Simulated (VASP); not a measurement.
Set up this calculation in VASP 6.6.1, as the native input.

```
Task                   : single point
Functional             : PBE
Dispersion             : D3(BJ)
Potentials or basis    : VASP PAW PBE potentials, release 64 (B, N)
Cutoff                 : 520 eV
k mesh                 : 7 × 9 × 3
Occupations            : gaussian, width 0.05 eV
Spin                   : no spin polarisation
Dipole correction      : no
Further INCAR settings : ALGO = Normal; EDIFF = 1e-06; NBANDS = 26; ISYM = 0
```

The structure of BN lies in POSCAR:

```
BN
1.0
    1.2538424667     -3.3394821656      0.0000000000
    2.5076849335      0.0000000000      0.0000000000
    0.0000000000      0.0000000000      8.6753276438
B N
4 4
Direct
    0.0000000000      0.0000000000      0.0000534369
    0.0000000000      0.5000000000      0.2500534369
    0.0000000000      0.0000000000      0.5000534369
    0.0000000000      0.5000000000      0.7500534369
    0.0000000000      0.0000000000      0.3332965581
    0.0000000000      0.5000000000      0.5832965581
    0.0000000000      0.0000000000      0.8332965581
    0.0000000000      0.5000000000      0.0832965581
```

The input as run:

INCAR

```
SYSTEM = BN
PREC = Accurate
ENCUT = 520
EDIFF = 1E-6
ISMEAR = 0
SIGMA = 0.05
LREAL = .FALSE.
LASPH = .TRUE.
NELM = 80
ALGO = Normal
ISIF = 2
LWAVE = .FALSE.
LCHARG = .FALSE.
GGA = PE
IVDW = 12
NBANDS = 26
ISYM = 0
```

KPOINTS

```
Automatic mesh
0
G
  7 9 3
  0 0 0
```

Potentials or basis: VASP PAW PBE potentials, release 64 (B, N).

Command:

```sh
$ cat potpaw_PBE.64/B/POTCAR potpaw_PBE.64/N/POTCAR > POTCAR
$ mpirun -np 1 vasp_std > vasp.out
```

Results of the run:

```json
{
  "Pressure": "0.1 GPa",
  "Band gap on the k mesh": "3.70 eV",
  "Dispersion energy per atom": "-0.140 eV"
}
```

Run time: 2.4 min on 1 thread of AMD EPYC 7R13 Processor (Zen 3) (shared host), peak memory 0.25 GiB.
